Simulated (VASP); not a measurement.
# CuO in VASP: notebook

The runs below take CuO through single point, with PBE.

Program: VASP 6.6.1. These are calculated values, not measurements. Logs are shortened: lines on timing, memory, paths and dates and some standing lists are left out, and cuts for length are marked.

## 1. The cell of the first run

It takes space group Cc (No. 9, monoclinic). The conventional cell has a = 4.689 Å, b = 3.427 Å, c = 5.132 Å, α = 90.00°, β = 99.65°, γ = 90.00°. Cu (site symmetry 1) has 4 O at 1.91 to 2.02 Å within 2.5 Å. Within 2.5 Å of O (site symmetry 1) lie 4 Cu at 1.91 to 2.02 Å.

## 2. Single point, PBE

Contents of INCAR:

```
PREC = Accurate
ENCUT = 520
EDIFF = 1E-6
ISMEAR = 0
SIGMA = 0.1
LREAL = F
LASPH = T
NELM = 60
ALGO = Normal
ISIF = 2
LWAVE = F
LCHARG = T
GGA = PE
LELF = T
LVHAR = T
NBANDS = 25
```

Contents of KPOINTS:

```
Automatic mesh
0
Gamma
  4 4 2
```

Contents of POSCAR:

```
CuO
1.0
    2.3446500000     -1.7134000000      0.0000000000
    2.3446500000      1.7134000000      0.0000000000
   -0.8605500000      0.0000000000      5.0594400000
Cu O
2 2
Direct
    0.0032000000      0.4968000000      0.0000000000
    0.4968000000      0.0032000000      0.5000000000
    0.5714000000      0.4056000000      0.2537000000
    0.4056000000      0.5714000000      0.7537000000
```

Potentials or basis: VASP PAW PBE potentials, release 64 (Cu, O).

Launch:

```console
> cat potpaw_PBE.64/Cu/POTCAR potpaw_PBE.64/O/POTCAR > POTCAR
> mpirun -np 1 vasp_std > vasp.out
```

OUTCAR:

```text
PREC = Accurate
   ENCUT = 520
   EDIFF = 1E-6
   ISMEAR = 0
   LREAL = F
   LASPH = T
   NELM = 60
   ISIF = 2
   GGA = PE

 ion  position               nearest neighbor table
   1  0.003  0.497  0.000-   4 1.91   3 1.93   4 1.98   3 2.02
   2  0.497  0.003  0.500-   3 1.91   4 1.93   3 1.98   4 2.02
   3  0.571  0.406  0.254-   2 1.91   1 1.93   2 1.98   1 2.02
   4  0.406  0.571  0.754-   1 1.91   2 1.93   1 1.98   2 2.02

  LATTYP: Found a base centered monoclinic cell.
 ALAT       =     4.6893000000
 B/A-ratio  =     0.7307700510
 C/A-ratio  =     1.0944283424
 COS(beta)  =    -0.1676798048

  Lattice vectors:

 A1 = (   2.3446500000,  -1.7134000000,   0.0000000000)
 A2 = (   2.3446500000,   1.7134000000,   0.0000000000)
 A3 = (  -0.8605500000,   0.0000000000,   5.0594400000)

Analysis of symmetry for initial positions (statically):
=====================================================================
 Subroutine PRICEL returns:
 Original cell was already a primitive cell.

 Routine SETGRP: Setting up the symmetry group for a
 base centered monoclinic supercell.

 Subroutine GETGRP returns: Found  2 space group operations
 (whereof  1 operations were pure point group operations)
 out of a pool of  4 trial point group operations.

The static configuration has the point symmetry C_1 .
 The point group associated with its full space group is C_1h.

Analysis of symmetry for dynamics (positions and initial velocities):
=====================================================================
 Subroutine PRICEL returns:
 Original cell was already a primitive cell.

 Routine SETGRP: Setting up the symmetry group for a
 base centered monoclinic supercell.

 Subroutine GETGRP returns: Found  2 space group operations
 (whereof  1 operations were pure point group operations)
 out of a pool of  4 trial point group operations.

The dynamic configuration has the point symmetry C_1 .
 The point group associated with its full space group is C_1h.

 Subroutine INISYM returns: Found  2 space group operations
 (whereof  1 operations are pure point group operations),
 and found     1 'primitive' translations

----------------------------------------------------------------------------------------

                                     Primitive cell

  volume of cell :      40.6508

  direct lattice vectors                    reciprocal lattice vectors
     2.344650000 -1.713400000  0.000000000     0.213251445 -0.291817439  0.036271510
     2.344650000  1.713400000  0.000000000     0.213251445  0.291817439  0.036271510
    -0.860550000  0.000000000  5.059440000     0.000000000  0.000000000  0.197650333

  length of vectors
     2.903984019  2.903984019  5.132102826     0.363248151  0.363248151  0.197650333

  position of ions in fractional coordinates (direct lattice)
     0.003200000  0.496800000  0.000000000
     0.496800000  0.003200000  0.500000000
     0.571400000  0.405600000  0.253700000
     0.405600000  0.571400000  0.753700000

  ion indices of the primitive-cell ions
   primitive index   ion index
                 1           1
                 2           2
                 3           3
                 4           4

----------------------------------------------------------------------------------------

 KPOINTS: Automatic mesh

Automatic generation of k-mesh.
 Grid dimensions read from file:
 generate k-points for:    4    4    2

 Generating k-lattice:

  Cartesian coordinates                     Fractional coordinates (reciprocal lattice)
     0.053312861 -0.072954360  0.009067878     0.250000000 -0.000000000  0.000000000
     0.053312861  0.072954360  0.009067878    -0.000000000  0.250000000  0.000000000
     0.000000000  0.000000000  0.098825166     0.000000000  0.000000000  0.500000000

  Length of vectors
     0.090812038  0.090812038  0.098825166

  Shift w.r.t. Gamma in fractional coordinates (k-lattice)
     0.000000000  0.000000000  0.000000000

 Subroutine IBZKPT returns following result:
 ===========================================

 Found     14 irreducible k-points:

 Following reciprocal coordinates:
            Coordinates               Weight
  0.000000  0.000000  0.000000      1.000000
  0.250000  0.000000  0.000000      4.000000
  0.500000  0.000000  0.000000      2.000000
  0.250000  0.250000  0.000000      2.000000
  0.500000  0.250000 -0.000000      4.000000
 -0.250000  0.250000  0.000000      2.000000
  0.500000  0.500000  0.000000      1.000000
  0.000000  0.000000  0.500000      1.000000
  0.250000  0.000000  0.500000      4.000000
  0.500000  0.000000  0.500000      2.000000
  0.250000  0.250000  0.500000      2.000000
  0.500000  0.250000  0.500000      4.000000
 -0.250000  0.250000  0.500000      2.000000
  0.500000  0.500000  0.500000      1.000000
   k-points           NKPTS =     14   k-points in BZ     NKDIM =     14   number of bands    NBANDS=     25
   number of dos      NEDOS =    301   number of ions     NIONS =      4
   total plane-waves  NPLWV =  23040
   dimension x,y,z NGX =    24 NGY =   24 NGZ =   40
   dimension x,y,z NGXF=    48 NGYF=   48 NGZF=   80
   ions per type =               2   2
   NGX,Y,Z   is equivalent  to a cutoff of  13.74, 13.74, 12.96 a.u.
   NGXF,Y,Z  is equivalent  to a cutoff of  27.48, 27.48, 25.91 a.u.
 SYSTEM =  unknown system
   PREC   = accura    normal or accurate (medium, high low for compatibility)
   ISTART =      0    job   : 0-new  1-cont  2-samecut
   ICHARG =      2    charge: 1-file 2-atom 10-const
   ISPIN  =      1    spin polarized calculation?
   LNONCOLLINEAR =      F non collinear calculations
   LSORBIT =      F    spin-orbit coupling
   LASPH  =      T    aspherical Exc in radial PAW
   ENCUT  =  520.0 eV  38.22 Ry    6.18 a.u.   5.40  5.40  9.54*2*pi/ulx,y,z
   NELM   =     60;   NELMIN=  2; NELMDL= -5     # of ELM steps
   EDIFF  = 0.1E-05   stopping-criterion for ELM
   LREAL  =      F    real-space projection
   EDIFFG = 0.1E-04   stopping-criterion for IOM
   NSW    =      0    number of steps for IOM
   IBRION =     -1    ionic relax: 0-MD 1-quasi-New 2-CG
   NFREE  =      0    steps in history (QN), initial steepest desc. (CG)
   ISIF   =      2    stress and relaxation
   ISYM   =      2    0-nonsym 1-usesym 2-fastsym
   POTIM  = 0.5000    time-step for ionic-motion
   TEBEG  =    0.0;   TEEND  =   0.0 temperature during run
   PSTRESS=    0.0 pullay stress
   NELECT =      34.0000    total number of electrons
   NUPDOWN=      -1.0000    fix difference up-down
   EMIN   =  10.00;   EMAX   =-10.00  energy-range for DOS
   EFERMI =   0.00;   METHOD = LEGACY
   ISMEAR =     0;   SIGMA  =   0.10  broadening in eV -4-tet -1-fermi 0-gaus
   EFERMI_NEDOS =   21; number of points for ismear=-14 and -15
   IALGO  =     38    algorithm
   IMIX   =      4    mixing-type and parameters
     AMIX     =   0.40;   BMIX     =  1.00
     AMIX_MAG =   1.60;   BMIX_MAG =  1.00
  volume/ion in A,a.u.               =      10.16        68.58
  Fermi-wavevector in a.u.,A,eV,Ry     =   1.542451  2.914810 32.370373  2.379155
  Thomas-Fermi vector in A             =   2.648254
   LORBIT       =      0    0 simple, 1 ext, 2 COOP (PROOUT), +10 PAW based schemes
   GGA     = PE    functional components
   LHFCALC =     F    Hartree Fock is set to
   AEXX    =    0.0000 exact exchange contribution
   IVDW    =     0    specifies the selected vdW correction
   LEPSILON=     F    determine dielectric tensor
   LRPA    =     F    only Hartree local field effects (RPA)
 non-spin polarized calculation
 Gauss-broadening in eV      SIGMA  =   0.10
  energy-cutoff  :      520.00
  volume of cell :       40.65
 maximum number of plane-waves:      1129
 NGX is ok and might be reduce to    24
   NGX = 11   NGY = 11   NGZ = 19

 number of electron      33.9999999 magnetization

 Free energy of the ion-electron system (eV)
  ---------------------------------------------------
  ext. energy  EPLUGINS =         0.00000000
  ---------------------------------------------------
  free energy    TOTEN  =       -19.52181325 eV

  energy without entropy =      -19.50581174  energy(sigma->0) =      -19.51381249

 E-fermi :   5.6557     XC(G=0): -11.8997

 val. band max:        5.6500436460   @ k =   0.5000   0.0000   0.0000
 cond. band min:       5.6772701758   @ k =   0.2500   0.2500   0.5000
 fundamental gap:      0.0272265297
 Fermi energy:         5.6557061051

 k-point     1 :       0.0000    0.0000    0.0000
  band No.  band energies     occupation
      1     -14.2352      2.00000
      2     -12.9234      2.00000
      3      -2.4378      2.00000
      4       0.1510      2.00000
      5       0.5049      2.00000
      6       2.3039      2.00000
[... 17 lines left out ...]
     24      22.0630      0.00000
     25      22.4442      0.00000

 k-point     2 :       0.2500    0.0000    0.0000
  band No.  band energies     occupation
      1     -13.8692      2.00000
      2     -12.8096      2.00000
      3      -1.8506      2.00000
      4      -0.1027      2.00000
      5       0.0350      2.00000
      6       0.4862      2.00000
[... 17 lines left out ...]
     24      20.1733      0.00000
     25      21.9396      0.00000

 k-point     3 :       0.5000    0.0000    0.0000
  band No.  band energies     occupation
      1     -13.4557      2.00000
      2     -12.6942      2.00000
      3      -1.5464      2.00000
      4      -1.2381      2.00000
      5      -0.0402      2.00000
      6       0.4830      2.00000
[... 272 lines left out ...]
 k-point    13 :      -0.2500    0.2500    0.5000
  band No.  band energies     occupation
      1     -13.1074      2.00000
      2     -13.1074      2.00000
      3      -0.6652      2.00000
      4      -0.6652      2.00000
      5      -0.0132      2.00000
      6      -0.0132      2.00000
[... 17 lines left out ...]
     24      17.9558      0.00000
     25      20.5939      0.00000

 k-point    14 :       0.5000    0.5000    0.5000
  band No.  band energies     occupation
      1     -12.7990      2.00000
      2     -12.7990      2.00000
      3      -0.8615      2.00000
      4      -0.8615      2.00000
      5       0.0732      2.00000
      6       0.0732      2.00000
[... 17 lines left out ...]
     24      18.6012      0.00000
     25      21.6045      0.00000

------------------------ aborting loop because EDIFF is reached ----------------------------------------

  FORCE on cell =-STRESS in cart. coord.  units (eV):
  Direction    XX          YY          ZZ          XY          YZ          ZX
  --------------------------------------------------------------------------------------
  -------------------------------------------------------------------------------------
  Total        1.5684331      1.7696991      1.4269845      0.0000000      0.0000000     -0.3548029
  in kB       61.8169191     69.7494474     56.2419807      0.0000000      0.0000000    -13.9839060
  external PRESSURE =      62.6027824 kB  Pullay stress =       0.0000000 kB

 VOLUME and BASIS-vectors are now :
 -----------------------------------------------------------------------------
  energy-cutoff  :      520.00
  volume of cell :       40.65
      direct lattice vectors                 reciprocal lattice vectors
     2.344650000 -1.713400000  0.000000000     0.213251445 -0.291817439  0.036271510
     2.344650000  1.713400000  0.000000000     0.213251445  0.291817439  0.036271510
    -0.860550000  0.000000000  5.059440000     0.000000000  0.000000000  0.197650333

 POSITION                                       TOTAL-FORCE (eV/Angst)
 -----------------------------------------------------------------------------------
      1.17233      0.84573      0.00000        -0.655621      0.378250      0.248023
      0.74205     -0.84573      2.52972        -0.655621     -0.378250      0.248023
      2.07240     -0.28408      1.28358         0.655621      0.270212     -0.248023
      1.64213      0.28408      3.81330         0.655621     -0.270212     -0.248023
 -----------------------------------------------------------------------------------
    total drift:                               -0.000201      0.000000     -0.000523

  FREE ENERGIE OF THE ION-ELECTRON SYSTEM (eV)
  ---------------------------------------------------
  free  energy   TOTEN  =       -19.5218132450 eV

  energy  without entropy=      -19.5058117431  energy(sigma->0) =      -19.51381249
```

Run time: 7.6 s. Hardware: 1 thread of Intel Xeon 6975P-C (Granite Rapids), shared host; peak memory 0.15 GiB.

Results:

- Free energy: -19.5218 eV
- Pressure: 6.3 GPa
- Largest force: 0.797 eV/Å
- Band gap on the k mesh: zero (bands 17 and 18 overlap by 0.68 eV)

Forces in eV/Å, atoms in the order of the input:
```
Cu  -0.656  0.378  0.248
Cu  -0.656 -0.378  0.248
O    0.656  0.270 -0.248
O    0.656 -0.270 -0.248
```

Levels at points of the mesh, in eV from the Fermi level:
| k point | band 13 | band 14 | band 15 | band 16 | band 17 | band 18 | band 19 | band 20 | band 21 | band 22 |
| --- | --- | --- | --- | --- | --- | --- | --- | --- | --- | --- |
| (0.00, 0.00, 0.00) | -2.28 | -2.19 | -2.10 | -1.63 | 0.24 | 0.94 | 1.74 | 6.07 | 8.18 | 13.38 |
| (0.50, 0.00, 0.00) | -2.02 | -1.56 | -1.46 | -1.37 | -0.01 | 0.31 | 4.94 | 6.34 | 6.97 | 11.12 |
| (0.50, 0.50, 0.00) | -2.10 | -2.08 | -1.64 | -1.19 | -0.62 | 1.09 | 3.41 | 7.08 | 8.59 | 10.02 |
| (0.00, 0.00, 0.50) | -2.20 | -2.20 | -1.44 | -1.44 | 0.27 | 0.27 | 3.95 | 3.95 | 11.72 | 11.72 |
| (0.50, 0.00, 0.50) | -2.17 | -2.12 | -1.70 | -1.56 | -0.07 | 0.75 | 5.17 | 6.55 | 8.13 | 8.56 |
| (0.50, 0.50, 0.50) | -1.63 | -1.63 | -1.27 | -1.27 | -0.39 | -0.39 | 5.26 | 5.26 | 9.04 | 9.04 |

Caveat: the k points lie up to 0.62 Å⁻¹ apart, too coarse for converged energies and pressures of a metal; semilocal functionals often make such compounds metallic where correlation or magnetic order opens a gap, which also shifts bond lengths. With open d or f shells a metallic result of PBE can be an artefact of self-interaction; +U or a hybrid may open a gap.

(Part 1 of 2 ends here.)
